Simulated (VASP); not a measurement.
CaO:

```
CELL_PARAMETERS angstrom
0.00000 2.40356 2.40356
2.40356 0.00000 2.40356
2.40356 2.40356 0.00000
ATOMIC_POSITIONS crystal
Ca 0.00000 0.00000 0.00000
O 0.50000 0.50000 0.50000
```

- Program: VASP 6.6.1
- Task: relaxation of cell and atoms
- Functional: BLYP
- Dispersion: D3(BJ)
- Potentials or basis: VASP PAW PBE potentials, release 64 (Ca_sv, O)
- Cutoff: 600 eV
- k mesh: 10 × 10 × 10
- Occupations: fermi-dirac, width 0.05 eV
- Spin: no spin polarisation

At the start: pressure -2.5 GPa; volume 13.89 Å³/atom.

Task: How do energy, volume and symmetry change on relaxing?

Result: Over 3 steps the energy falls by 2.5 meV/atom and the volume is 13.58 Å³/atom (-2.2 %); space group Fm-3m (No. 225, to 0.05 Å).

Step by step:
| step | energy change (eV) | largest force (eV/Å) | pressure (GPa) | volume (Å³) |
| --- | --- | --- | --- | --- |
| 1 | 0.0000 | 0.0000 | -2.51 | 27.77 |
| 2 | -0.0041 | 0.0000 | 1.08 | 26.91 |
| 3 | -0.0049 | 0.0000 | -0.02 | 27.15 |

Final structure:
```
Ca O
1.0
     0.00000    2.38562    2.38562
     2.38562    0.00000    2.38562
     2.38562    2.38562    0.00000
Ca O
1 1
Direct
  0.00000 0.00000 0.00000
  0.50000 0.50000 0.50000
```

Caveat: the PAW data sets were made with another functional, which shifts forces and pressure a little.
